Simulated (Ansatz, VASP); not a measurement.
# One calculation of Ti, two programs

INCAR

```
  ALGO = Fast
  EDIFF = 1E-6
  ENCUT = 520
  GGA = PE
  ISIF = 2
  ISMEAR = 0
  LASPH = True
  LCHARG = False
  LREAL = False
  LWAVE = False
  NBANDS = 12
  NELM = 60
  PREC = Accurate
  SIGMA = 0.15
```

KPOINTS

```
k-points
0
Gamma
  22 22 22
```

File POSCAR:

```
Ti
1.0
   -1.3499176245      1.3499176245      2.1137010164
    1.3499176245     -1.3499176245      2.1137010164
    1.3499176245      1.3499176245     -2.1137010164
Ti
1
Direct
    0.0000000000      0.0000000000      0.0000000000
```

Input for Ansatz:

```yaml
crystal:
  lattice:
    - [-1.3499176245, 1.3499176245, 2.1137010164]
    - [1.3499176245, -1.3499176245, 2.1137010164]
    - [1.3499176245, 1.3499176245, -2.1137010164]
  atoms:
    - { symbol: Ti, position: [0.0, 0.0, 0.0] }
basis:
  ecutwfc: 520.0
kpoints:
  mp_grid: { grid: [22, 22, 22] }
hamiltonian:
  xc: pbe
  pseudopotentials: { kind: paw, azcp: { folder: soft_1 } }
scf:
  occupations: { method: gaussian, width: 0.15 }
output:
  forces: true
  stress: true
  eigenvalues: true
```

Alike in both runs: task single point; functional PBE; k mesh 22 × 22 × 22; occupations gaussian, width 0.15 eV; no spin polarisation.

|  | VASP | Ansatz |
| --- | --- | --- |
| version | VASP 6.6.1 | Ansatz 0.2.0 |
| potentials or method | VASP PAW PBE potentials, release 64 (Ti_sv), cutoff 520 eV | scalar-relativistic, plane waves, PAW |
| valence electrons in the cell | 12 | 12 |

```tsv
	VASP	Ansatz	Ansatz less VASP
gap on the k mesh at the Fermi level (eV)	none	none	-
pressure (GPa)	15.3	15.7	+0.42
traceless stress, the component that is largest in VASP (GPa)	-1.86	-1.78	+0.077
```

A gap of «none» marks a metal or a gap that the smearing closes. With one functional, cell and mesh, what is left measures potentials, basis and numerics.
